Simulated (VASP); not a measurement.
# Ir (Im-3m) in VASP: settings compared

Ir is run at these levels: PBE, HSE06; tasks: single point.

All numbers are computed with VASP 6.6.1; they aren't measurements. Logs are shortened: lines on timing, memory, paths and dates and some standing lists are left out, and cuts for length are marked.

## (1) The cell of the first run

Symmetry: Im-3m, No. 229, cubic system. Conventional cell: a = 3.192 Å, b = 3.192 Å, c = 3.192 Å, α = 90.00°, β = 90.00°, γ = 90.00°. Within 3.6 Å of Ir (site symmetry m-3m) lie 14 Ir at 2.76 to 3.19 Å.

## (2) Single point, PBE (volume scaled by 1.08)

File INCAR:

```
PREC = Accurate
ENCUT = 520
EDIFF = 1E-6
ISMEAR = -1
SIGMA = 0.1
LREAL = F
LASPH = T
NELM = 60
ALGO = Normal
ISIF = 2
LWAVE = F
LCHARG = F
GGA = PE
NBANDS = 10
```

File KPOINTS:

```
Automatic mesh
0
Gamma
  16 16 16
```

File POSCAR:

```
Ir
1.0
   -1.5961960365      1.5961960365      1.5961960365
    1.5961960365     -1.5961960365      1.5961960365
    1.5961960365      1.5961960365     -1.5961960365
Ir
1
Direct
    0.0000000000      0.0000000000      0.0000000000
```

Potentials or basis: VASP PAW PBE potentials, release 64 (Ir).

Run with:

```bash
$ cat potpaw_PBE.64/Ir/POTCAR > POTCAR
$ mpirun -np 1 vasp_std > vasp.out
```

OUTCAR:

```text
PREC = Accurate
   ENCUT = 520
   EDIFF = 1E-6
   ISMEAR = -1
   LREAL = F
   LASPH = T
   NELM = 60
   ISIF = 2
   GGA = PE

 ion  position               nearest neighbor table
   1  0.000  0.000  0.000-

  LATTYP: Found a body centered cubic cell.
 ALAT       =     3.1923920730

  Lattice vectors:

 A1 = (  -1.5961960365,   1.5961960365,   1.5961960365)
 A2 = (   1.5961960365,  -1.5961960365,   1.5961960365)
 A3 = (   1.5961960365,   1.5961960365,  -1.5961960365)

Analysis of symmetry for initial positions (statically):
=====================================================================
 Subroutine PRICEL returns:
 Original cell was already a primitive cell.

 Routine SETGRP: Setting up the symmetry group for a
 body centered cubic supercell.

 Subroutine GETGRP returns: Found 48 space group operations
 (whereof 48 operations were pure point group operations)
 out of a pool of 48 trial point group operations.

The static configuration has the point symmetry O_h .

Analysis of symmetry for dynamics (positions and initial velocities):
=====================================================================
 Subroutine PRICEL returns:
 Original cell was already a primitive cell.

 Routine SETGRP: Setting up the symmetry group for a
 body centered cubic supercell.

 Subroutine GETGRP returns: Found 48 space group operations
 (whereof 48 operations were pure point group operations)
 out of a pool of 48 trial point group operations.

The dynamic configuration has the point symmetry O_h .

 Subroutine INISYM returns: Found 48 space group operations
 (whereof 48 operations are pure point group operations),
 and found     1 'primitive' translations

----------------------------------------------------------------------------------------

                                     Primitive cell

  volume of cell :      16.2674

  direct lattice vectors                    reciprocal lattice vectors
    -1.596196037  1.596196037  1.596196037     0.000000000  0.313244732  0.313244732
     1.596196037 -1.596196037  1.596196037     0.313244732  0.000000000  0.313244732
     1.596196037  1.596196037 -1.596196037     0.313244732  0.313244732  0.000000000

  length of vectors
     2.764692634  2.764692634  2.764692634     0.442994949  0.442994949  0.442994949

  position of ions in fractional coordinates (direct lattice)
     0.000000000  0.000000000  0.000000000

  ion indices of the primitive-cell ions
   primitive index   ion index
                 1           1

----------------------------------------------------------------------------------------

 KPOINTS: Automatic mesh

Automatic generation of k-mesh.
 Grid dimensions read from file:
 generate k-points for:   16   16   16

 Generating k-lattice:

  Cartesian coordinates                     Fractional coordinates (reciprocal lattice)
     0.000000000  0.019577796  0.019577796     0.062500000  0.000000000  0.000000000
     0.019577796  0.000000000  0.019577796     0.000000000  0.062500000  0.000000000
     0.019577796  0.019577796  0.000000000     0.000000000  0.000000000  0.062500000

  Length of vectors
     0.027687184  0.027687184  0.027687184

  Shift w.r.t. Gamma in fractional coordinates (k-lattice)
     0.000000000  0.000000000  0.000000000

 Subroutine IBZKPT returns following result:
 ===========================================

 Found    145 irreducible k-points:

 Following reciprocal coordinates:
            Coordinates               Weight
  0.000000  0.000000  0.000000      1.000000
  0.062500  0.000000  0.000000     12.000000
  0.125000  0.000000  0.000000     12.000000
  0.187500  0.000000  0.000000     12.000000
  0.250000  0.000000  0.000000     12.000000
  0.312500  0.000000  0.000000     12.000000
[... 16 lines left out ...]
  0.187500  0.187500  0.000000     24.000000
  0.250000  0.187500  0.000000     48.000000
 [... further k-points ...]
   k-points           NKPTS =    145   k-points in BZ     NKDIM =    145   number of bands    NBANDS=     10
   number of dos      NEDOS =    301   number of ions     NIONS =      1
   total plane-waves  NPLWV =  13824
   dimension x,y,z NGX =    24 NGY =   24 NGZ =   24
   dimension x,y,z NGXF=    48 NGYF=   48 NGZF=   48
   ions per type =               1
   NGX,Y,Z   is equivalent  to a cutoff of  14.43, 14.43, 14.43 a.u.
   NGXF,Y,Z  is equivalent  to a cutoff of  28.86, 28.86, 28.86 a.u.
 SYSTEM =  unknown system
   PREC   = accura    normal or accurate (medium, high low for compatibility)
   ISTART =      0    job   : 0-new  1-cont  2-samecut
   ICHARG =      2    charge: 1-file 2-atom 10-const
   ISPIN  =      1    spin polarized calculation?
   LNONCOLLINEAR =      F non collinear calculations
   LSORBIT =      F    spin-orbit coupling
   LASPH  =      T    aspherical Exc in radial PAW
   ENCUT  =  520.0 eV  38.22 Ry    6.18 a.u.   5.14  5.14  5.14*2*pi/ulx,y,z
   NELM   =     60;   NELMIN=  2; NELMDL= -5     # of ELM steps
   EDIFF  = 0.1E-05   stopping-criterion for ELM
   LREAL  =      F    real-space projection
   EDIFFG = 0.1E-04   stopping-criterion for IOM
   NSW    =      0    number of steps for IOM
   IBRION =     -1    ionic relax: 0-MD 1-quasi-New 2-CG
   NFREE  =      0    steps in history (QN), initial steepest desc. (CG)
   ISIF   =      2    stress and relaxation
   ISYM   =      2    0-nonsym 1-usesym 2-fastsym
   POTIM  = 0.5000    time-step for ionic-motion
   TEBEG  =    0.0;   TEEND  =   0.0 temperature during run
   PSTRESS=    0.0 pullay stress
   NELECT =       9.0000    total number of electrons
   NUPDOWN=      -1.0000    fix difference up-down
   EMIN   =  10.00;   EMAX   =-10.00  energy-range for DOS
   EFERMI =   0.00;   METHOD = LEGACY
   ISMEAR =    -1;   SIGMA  =   0.10  broadening in eV -4-tet -1-fermi 0-gaus
   EFERMI_NEDOS =   21; number of points for ismear=-14 and -15
   IALGO  =     38    algorithm
   IMIX   =      4    mixing-type and parameters
     AMIX     =   0.40;   BMIX     =  1.00
     AMIX_MAG =   1.60;   BMIX_MAG =  1.00
  volume/ion in A,a.u.               =      16.27       109.78
  Fermi-wavevector in a.u.,A,eV,Ry     =   1.343949  2.539695 24.574827  1.806199
  Thomas-Fermi vector in A             =   2.471982
   LORBIT       =      0    0 simple, 1 ext, 2 COOP (PROOUT), +10 PAW based schemes
   GGA     = PE    functional components
   LHFCALC =     F    Hartree Fock is set to
   AEXX    =    0.0000 exact exchange contribution
   IVDW    =     0    specifies the selected vdW correction
   LEPSILON=     F    determine dielectric tensor
   LRPA    =     F    only Hartree local field effects (RPA)
 non-spin polarized calculation
  energy-cutoff  :      520.00
  volume of cell :       16.27
 maximum number of plane-waves:       466
 NGX is ok and might be reduce to    24
   NGX = 11   NGY = 11   NGZ = 11

 number of electron       9.0000001 magnetization

 Free energy of the ion-electron system (eV)
  ---------------------------------------------------
  ext. energy  EPLUGINS =         0.00000000
  ---------------------------------------------------
  free energy    TOTEN  =        -8.18091211 eV

  energy without entropy =       -8.09630903  energy(sigma->0) =       -8.13861057

 E-fermi :   7.9425     XC(G=0): -13.1504

 val. band max:        7.9423116127   @ k =   0.3125   0.2500   0.1250
 cond. band min:       7.9499008750   @ k =  -0.4375  -0.4375   0.2500
 fundamental gap:      0.0075892622
 Fermi energy:         7.9424646102

 k-point     1 :       0.0000    0.0000    0.0000
  band No.  band energies     occupation
      1      -1.5226      2.00000
      2       4.9310      2.00000
      3       4.9310      2.00000
      4       4.9310      2.00000
      5       7.5224      1.97048
      6       7.5224      1.97048
      7      24.8151      0.00000
      8      24.8151      0.00000
      9      24.8151      0.00000
     10      34.3770      0.00000

 k-point     2 :       0.0625    0.0000    0.0000
  band No.  band energies     occupation
      1      -1.3632      2.00000
      2       4.8628      2.00000
      3       4.9282      2.00000
      4       5.0653      2.00000
      5       7.4320      1.98794
      6       7.5272      1.96906
      7      24.8945      0.00000
      8      24.9663      0.00000
      9      25.0552      0.00000
     10      32.5899      0.00000

 k-point     3 :       0.1250    0.0000    0.0000
  band No.  band energies     occupation
      1      -0.9019      2.00000
      2       4.6739      2.00000
      3       4.9044      2.00000
      4       5.4608      2.00000
      5       7.2319      1.99836
      6       7.5446      1.96326
      7      24.9904      0.00000
      8      25.1467      0.00000
      9      25.7519      0.00000
     10      30.9221      0.00000

 k-point     4 :       0.1875    0.0000    0.0000
  band No.  band energies     occupation
      1      -0.1998      2.00000
      2       4.4045      2.00000
      3       4.8468      2.00000
      4       6.0941      2.00000
      5       7.0781      1.99965
      6       7.5814      1.94733
      7      24.4624      0.00000
      8      24.6772      0.00000
      9      26.8385      0.00000
     10      30.2071      0.00000
[... 222 lines left out ...]
 k-point    22 :       0.4375    0.1250    0.0000
  band No.  band energies     occupation
      1       1.9513      2.00000
      2       3.5151      2.00000
      3       6.3944      2.00000
      4       7.2844      1.99723
      5       8.3956      0.02131
      6      11.3477      0.00000
      7      14.5019      0.00000
      8      20.8069      0.00000
      9      22.8992      0.00000
     10      31.6819      0.00000

 k-point    23 :       0.1875    0.1875    0.0000
  band No.  band energies     occupation
      1       1.7338      2.00000
      2       4.0803      2.00000
      3       4.2500      2.00000
      4       6.9030      1.99994
      5       7.8705      1.34489
      6       8.6528      0.00164
      7      20.4987      0.00000
      8      22.5708      0.00000
      9      25.1678      0.00000
     10      27.9100      0.00000

 k-point    24 :       0.2500    0.1875    0.0000
  band No.  band energies     occupation
      1       2.2338      2.00000
      2       3.8626      2.00000
      3       4.5433      2.00000
      4       7.0485      1.99974
      5       7.9357      1.03374
      6       9.8930      0.00000
      7      18.3498      0.00000
      8      21.3840      0.00000
      9      24.2505      0.00000
     10      28.7095      0.00000

 [... further k-points ...]

------------------------ aborting loop because EDIFF is reached ----------------------------------------

  FORCE on cell =-STRESS in cart. coord.  units (eV):
  Direction    XX          YY          ZZ          XY          YZ          ZX
  --------------------------------------------------------------------------------------
  -------------------------------------------------------------------------------------
  Total       -1.9262087     -1.9262087     -1.9262087     -0.0000000      0.0000000      0.0000000
  in kB     -189.7121989   -189.7121989   -189.7121989     -0.0000000      0.0000000      0.0000000
  external PRESSURE =    -189.7121989 kB  Pullay stress =       0.0000000 kB

 VOLUME and BASIS-vectors are now :
 -----------------------------------------------------------------------------
  energy-cutoff  :      520.00
  volume of cell :       16.27
      direct lattice vectors                 reciprocal lattice vectors
    -1.596196037  1.596196037  1.596196037     0.000000000  0.313244732  0.313244732
     1.596196037 -1.596196037  1.596196037     0.313244732  0.000000000  0.313244732
     1.596196037  1.596196037 -1.596196037     0.313244732  0.313244732  0.000000000

 POSITION                                       TOTAL-FORCE (eV/Angst)
 -----------------------------------------------------------------------------------
      0.00000      0.00000      0.00000         0.000000     -0.000000      0.000000
 -----------------------------------------------------------------------------------
    total drift:                               -0.000000      0.000000     -0.000000

  FREE ENERGIE OF THE ION-ELECTRON SYSTEM (eV)
  ---------------------------------------------------
  free  energy   TOTEN  =        -8.1809121067 eV

  energy  without entropy=       -8.0963090302  energy(sigma->0) =       -8.13861057
```

It took 6.9 s on 1 thread of Intel Xeon 6975P-C (Granite Rapids), shared host; peak memory 0.16 GiB.

Results:

- Free energy: -8.1809 eV
- Pressure: -19.0 GPa

Caveat: spin-orbit coupling is left out, which moves the levels of the heavy elements.

[end of part 1 of 2]
